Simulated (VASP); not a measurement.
# Ti (I4/mmm) in VASP: a series of runs

The runs below take Ti through single point, with r2SCAN.

Program: VASP 6.6.1. These are calculated values, not measurements. Logs are shortened: lines on timing, memory, paths and dates and some standing lists are left out, and cuts for length are marked.

### 1 The cell of the first run

The structure is tetragonal, space group I4/mmm (No. 139). Conventional cell: a = 3.268 Å, b = 3.268 Å, c = 3.187 Å, α = 90.00°, β = 90.00°, γ = 90.00°. Within 3.7 Å of Ti (site symmetry 4/mmm) lie 14 Ti at 2.81 to 3.27 Å.

### 2 Single point, r2SCAN (uniaxial strain along c: -2.0 %)

The input, POSCAR:

```
Ti
1.0
    3.2680486948      0.0000000000      0.0000000000
    0.0000000000      3.2680486948      0.0000000000
    0.0000000000      0.0000000000      3.1867539512
Ti
2
Direct
    0.0000000000      0.0000000000      0.0000000000
    0.5000000000      0.5000000000      0.5000000000
```

The input, INCAR.step1:

```
ALGO     = Normal         # electronic algorithm
EDIFF    = 1E-4           # SCF threshold, eV
ENCUT    = 520            # plane-wave cutoff, eV
GGA      = PE             # functional
ISMEAR   = 0              # smearing method
LASPH    = True           # aspherical terms in the spheres
LCHARG   = False          # write CHGCAR
LREAL    = False          # projectors in reciprocal space
LWAVE    = True           # write WAVECAR
NBANDS   = 19             # bands
NELM     = 80             # most SCF steps
PREC     = Accurate       # precision mode
SIGMA    = 0.1            # smearing width, eV
```

The input, INCAR.step2:

```
ALGO     = Normal         # electronic algorithm
EDIFF    = 1E-6           # SCF threshold, eV
ENCUT    = 520            # plane-wave cutoff, eV
ISIF     = 2              # what is computed and relaxed
ISMEAR   = 0              # smearing method
ISTART   = 1            
LASPH    = True           # aspherical terms in the spheres
LCHARG   = False          # write CHGCAR
LMIXTAU  = True         
LREAL    = False          # projectors in reciprocal space
LWAVE    = False          # write WAVECAR
METAGGA  = R2SCAN         # meta-GGA
NBANDS   = 19             # bands
NELM     = 80             # most SCF steps
PREC     = Accurate       # precision mode
SIGMA    = 0.1            # smearing width, eV
```

The input, KPOINTS:

```
k-points
0
Gamma
  16 16 16
```

Potentials or basis: VASP PAW PBE potentials, release 64 (Ti_sv).

The run is started by

```bash
> cat potpaw_PBE.64/Ti_sv/POTCAR > POTCAR
> cp INCAR.step1 INCAR
> mpirun -np 1 vasp_std > vasp.out
> cp INCAR.step2 INCAR
> mpirun -np 1 vasp_std > vasp.out
```

OUTCAR:

```text
EDIFF = 1E-6
   ENCUT = 520
   ISIF = 2
   ISMEAR = 0
   ISTART = 1
   LASPH = True
   LREAL = False
   METAGGA = R2SCAN
   NELM = 80
   PREC = Accurate

 ion  position               nearest neighbor table
   1  0.000  0.000  0.000-   2 2.81   2 2.81   2 2.81   2 2.81   2 2.81   2 2.81   2 2.81   2 2.81

   2  0.500  0.500  0.500-   1 2.81   1 2.81   1 2.81   1 2.81   1 2.81   1 2.81   1 2.81   1 2.81

  LATTYP: Found a simple tetragonal cell.
 ALAT       =     3.2680486948
 C/A-ratio  =     0.9751243781

  Lattice vectors:

 A1 = (   3.2680486948,   0.0000000000,   0.0000000000)
 A2 = (   0.0000000000,   3.2680486948,   0.0000000000)
 A3 = (   0.0000000000,   0.0000000000,   3.1867539512)

Analysis of symmetry for initial positions (statically):
=====================================================================
 Subroutine PRICEL returns following result:

  LATTYP: Found a body centered tetragonal cell.
 ALAT       =     3.2680486948
 C/A-ratio  =     0.9751243781

  Lattice vectors:

 A1 = (  -1.6340243474,  -1.6340243474,  -1.5933769756)
 A2 = (   1.6340243474,   1.6340243474,  -1.5933769756)
 A3 = (   1.6340243474,  -1.6340243474,   1.5933769756)

   2 primitive cells build up your supercell.

 Routine SETGRP: Setting up the symmetry group for a
 simple tetragonal supercell.

 Subroutine GETGRP returns: Found 16 space group operations
 (whereof 16 operations were pure point group operations)
 out of a pool of 16 trial point group operations.

The static configuration has the point symmetry D_4h.

Analysis of symmetry for dynamics (positions and initial velocities):
=====================================================================
 Subroutine PRICEL returns following result:

  LATTYP: Found a body centered tetragonal cell.
 ALAT       =     3.2680486948
 C/A-ratio  =     0.9751243781

  Lattice vectors:

 A1 = (  -1.6340243474,  -1.6340243474,  -1.5933769756)
 A2 = (   1.6340243474,   1.6340243474,  -1.5933769756)
 A3 = (   1.6340243474,  -1.6340243474,   1.5933769756)

   2 primitive cells build up your supercell.

 Routine SETGRP: Setting up the symmetry group for a
 simple tetragonal supercell.

 Subroutine GETGRP returns: Found 16 space group operations
 (whereof 16 operations were pure point group operations)
 out of a pool of 16 trial point group operations.

The dynamic configuration has the point symmetry D_4h.

 Subroutine INISYM returns: Found 16 space group operations
 (whereof 16 operations are pure point group operations),
 and found     2 'primitive' translations

----------------------------------------------------------------------------------------

                                     Primitive cell

  volume of cell :      17.0175

  direct lattice vectors                    reciprocal lattice vectors
    -1.634024347 -1.634024347 -1.593376976     0.000000000 -0.305992993 -0.313798936
     1.634024347  1.634024347 -1.593376976     0.305992993  0.000000000 -0.313798936
     1.634024347 -1.634024347  1.593376976     0.305992993 -0.305992993  0.000000000

  length of vectors
     2.806941631  2.806941631  2.806941631     0.438293833  0.438293833  0.432739440

  position of ions in fractional coordinates (direct lattice)
     0.000000000  0.000000000  0.000000000

  ion indices of the primitive-cell ions
   primitive index   ion index
                 1           1

----------------------------------------------------------------------------------------

 KPOINTS: k-points

Automatic generation of k-mesh.
 Grid dimensions read from file:
 generate k-points for:   16   16   16

 Generating k-lattice:

  Cartesian coordinates                     Fractional coordinates (reciprocal lattice)
     0.019124562  0.000000000  0.000000000     0.062500000  0.000000000  0.000000000
     0.000000000  0.019124562  0.000000000     0.000000000  0.062500000  0.000000000
     0.000000000  0.000000000  0.019612434     0.000000000  0.000000000  0.062500000

  Length of vectors
     0.019124562  0.019124562  0.019612434

  Shift w.r.t. Gamma in fractional coordinates (k-lattice)
     0.000000000  0.000000000  0.000000000

 Subroutine IBZKPT returns following result:
 ===========================================

 Found    405 irreducible k-points:

 Following reciprocal coordinates:
            Coordinates               Weight
  0.000000  0.000000  0.000000      1.000000
  0.062500  0.000000  0.000000      4.000000
  0.125000  0.000000  0.000000      4.000000
  0.187500  0.000000  0.000000      4.000000
  0.250000  0.000000  0.000000      4.000000
  0.312500  0.000000  0.000000      4.000000
[... 16 lines left out ...]
  0.437500  0.125000  0.000000      8.000000
  0.500000  0.125000  0.000000      4.000000
 [... further k-points ...]
   k-points           NKPTS =    405   k-points in BZ     NKDIM =    405   number of bands    NBANDS=     19
   number of dos      NEDOS =    301   number of ions     NIONS =      2
   total plane-waves  NPLWV =  13824
   dimension x,y,z NGX =    24 NGY =   24 NGZ =   24
   dimension x,y,z NGXF=    48 NGYF=   48 NGZF=   48
   ions per type =               2
   NGX,Y,Z   is equivalent  to a cutoff of  12.21, 12.21, 12.52 a.u.
   NGXF,Y,Z  is equivalent  to a cutoff of  24.42, 24.42, 25.04 a.u.
 SYSTEM =  unknown system
   PREC   = accura    normal or accurate (medium, high low for compatibility)
   ISTART =      1    job   : 0-new  1-cont  2-samecut
   ICHARG =      0    charge: 1-file 2-atom 10-const
   ISPIN  =      1    spin polarized calculation?
   LNONCOLLINEAR =      F non collinear calculations
   LSORBIT =      F    spin-orbit coupling
   LASPH  =      T    aspherical Exc in radial PAW
   ENCUT  =  520.0 eV  38.22 Ry    6.18 a.u.   6.08  6.08  5.93*2*pi/ulx,y,z
   NELM   =     80;   NELMIN=  2; NELMDL=  0     # of ELM steps
   EDIFF  = 0.1E-05   stopping-criterion for ELM
   LREAL  =      F    real-space projection
   EDIFFG = 0.1E-04   stopping-criterion for IOM
   NSW    =      0    number of steps for IOM
   IBRION =     -1    ionic relax: 0-MD 1-quasi-New 2-CG
   NFREE  =      0    steps in history (QN), initial steepest desc. (CG)
   ISIF   =      2    stress and relaxation
   ISYM   =      2    0-nonsym 1-usesym 2-fastsym
   POTIM  = 0.5000    time-step for ionic-motion
   TEBEG  =    0.0;   TEEND  =   0.0 temperature during run
   PSTRESS=    0.0 pullay stress
   NELECT =      24.0000    total number of electrons
   NUPDOWN=      -1.0000    fix difference up-down
   EMIN   =  10.00;   EMAX   =-10.00  energy-range for DOS
   EFERMI =   0.00;   METHOD = LEGACY
   ISMEAR =     0;   SIGMA  =   0.10  broadening in eV -4-tet -1-fermi 0-gaus
   EFERMI_NEDOS =   21; number of points for ismear=-14 and -15
   IALGO  =     38    algorithm
   IMIX   =      4    mixing-type and parameters
     AMIX     =   0.40;   BMIX     =  1.00
     AMIX_MAG =   1.60;   BMIX_MAG =  1.00
  volume/ion in A,a.u.               =      17.02       114.84
  Fermi-wavevector in a.u.,A,eV,Ry     =   1.457147  2.753609 28.888945  2.123278
  Thomas-Fermi vector in A             =   2.573982
   LORBIT       =      0    0 simple, 1 ext, 2 COOP (PROOUT), +10 PAW based schemes
   METAGGA = R2SCAN    functional components
   LHFCALC =     F    Hartree Fock is set to
   AEXX    =    0.0000 exact exchange contribution
   IVDW    =     0    specifies the selected vdW correction
   LEPSILON=     F    determine dielectric tensor
   LRPA    =     F    only Hartree local field effects (RPA)
 non-spin polarized calculation
 Gauss-broadening in eV      SIGMA  =   0.10
  energy-cutoff  :      520.00
  volume of cell :       34.03
 maximum number of plane-waves:       936
   NGX = 13   NGY = 13   NGZ = 11

 number of electron      24.0000003 magnetization

 Free energy of the ion-electron system (eV)
  ---------------------------------------------------
  ext. energy  EPLUGINS =         0.00000000
  ---------------------------------------------------
  free energy    TOTEN  =       -25.63718770 eV

  energy without entropy =      -25.61591929  energy(sigma->0) =      -25.62655349

 E-fermi :   8.3398     XC(G=0): -12.5046

 val. band max:        8.3398125917   @ k =   0.3125   0.1875   0.4375
 cond. band min:       8.3409316366   @ k =   0.3750   0.3750   0.1250
 fundamental gap:      0.0011190449
 Fermi energy:         8.3398380197

 k-point     1 :       0.0000    0.0000    0.0000
  band No.  band energies     occupation
      1     -50.5293      2.00000
      2     -50.2786      2.00000
      3     -25.8214      2.00000
      4     -25.8214      2.00000
      5     -25.7861      2.00000
      6     -25.3097      2.00000
[... 11 lines left out ...]
     18      12.5539      0.00000
     19      12.5865      0.00000

 k-point     2 :       0.0625    0.0000    0.0000
  band No.  band energies     occupation
      1     -50.5265      2.00000
      2     -50.2806      2.00000
      3     -25.8215      2.00000
      4     -25.8162      2.00000
      5     -25.7812      2.00000
      6     -25.3182      2.00000
[... 11 lines left out ...]
     18      12.4409      0.00000
     19      12.5211      0.00000

 k-point     3 :       0.1250    0.0000    0.0000
  band No.  band energies     occupation
      1     -50.5183      2.00000
      2     -50.2867      2.00000
      3     -25.8212      2.00000
      4     -25.8009      2.00000
      5     -25.7669      2.00000
      6     -25.3478      2.00000
[... 11 lines left out ...]
     18      12.1133      0.00000
     19      12.4247      0.00000

 k-point     4 :       0.1875    0.0000    0.0000
  band No.  band energies     occupation
      1     -50.5052      2.00000
      2     -50.2966      2.00000
      3     -25.8189      2.00000
      4     -25.7760      2.00000
      5     -25.7437      2.00000
      6     -25.3938      2.00000
[... 407 lines left out ...]
     18      11.8338      0.00000
     19      12.0381      0.00000

 k-point    23 :       0.4375    0.1250    0.0000
  band No.  band energies     occupation
      1     -50.4155      2.00000
      2     -50.3702      2.00000
      3     -25.8307      2.00000
      4     -25.7404      2.00000
      5     -25.5819      2.00000
      6     -25.5278      2.00000
[... 11 lines left out ...]
     18      11.7702      0.00000
     19      11.9745      0.00000

 k-point    24 :       0.5000    0.1250    0.0000
  band No.  band energies     occupation
      1     -50.3924      2.00000
      2     -50.3924      2.00000
      3     -25.7914      2.00000
      4     -25.7914      2.00000
      5     -25.5386      2.00000
      6     -25.5386      2.00000
[... 11 lines left out ...]
     18      11.4859      0.00000
     19      12.1743      0.00000

 [... further k-points ...]

------------------------ aborting loop because EDIFF is reached ----------------------------------------

  FORCE on cell =-STRESS in cart. coord.  units (eV):
  Direction    XX          YY          ZZ          XY          YZ          ZX
  --------------------------------------------------------------------------------------
  -------------------------------------------------------------------------------------
  Total        0.4120695      0.4120695      0.1891602      0.0000000     -0.0000000      0.0000000
  in kB       19.3979342     19.3979342      8.9046087      0.0000000     -0.0000000      0.0000000
  external PRESSURE =      15.9001591 kB  Pullay stress =       0.0000000 kB

 VOLUME and BASIS-vectors are now :
 -----------------------------------------------------------------------------
  energy-cutoff  :      520.00
  volume of cell :       34.03
      direct lattice vectors                 reciprocal lattice vectors
     3.268048695  0.000000000  0.000000000     0.305992993  0.000000000  0.000000000
     0.000000000  3.268048695  0.000000000     0.000000000  0.305992993  0.000000000
     0.000000000  0.000000000  3.186753951     0.000000000  0.000000000  0.313798936

 POSITION                                       TOTAL-FORCE (eV/Angst)
 -----------------------------------------------------------------------------------
      0.00000      0.00000      0.00000        -0.000000      0.000000     -0.000000
      1.63402      1.63402      1.59338         0.000000     -0.000000      0.000000
 -----------------------------------------------------------------------------------
    total drift:                                0.000000      0.000000     -0.000000

  FREE ENERGIE OF THE ION-ELECTRON SYSTEM (eV)
  ---------------------------------------------------
  free  energy   TOTEN  =       -25.6371876959 eV

  energy  without entropy=      -25.6159192856  energy(sigma->0) =      -25.62655349
```

Run time: 5.4 min. Hardware: 1 thread of Intel Xeon Platinum 8488C (Sapphire Rapids), shared host; peak memory 0.3 GiB.

Results:

```yaml
Free_energy: -25.6372 eV
Pressure: 1.6 GPa
Band_gap_on_the_k_mesh: zero (bands 12 and 13 overlap by 1.78 eV)
```

Caveat: the cell differs from its parent crystal (uniaxial strain along c: -2.0 %); the PAW data sets were made with another functional, which shifts forces and pressure a little.

[end of part 1 of 2]
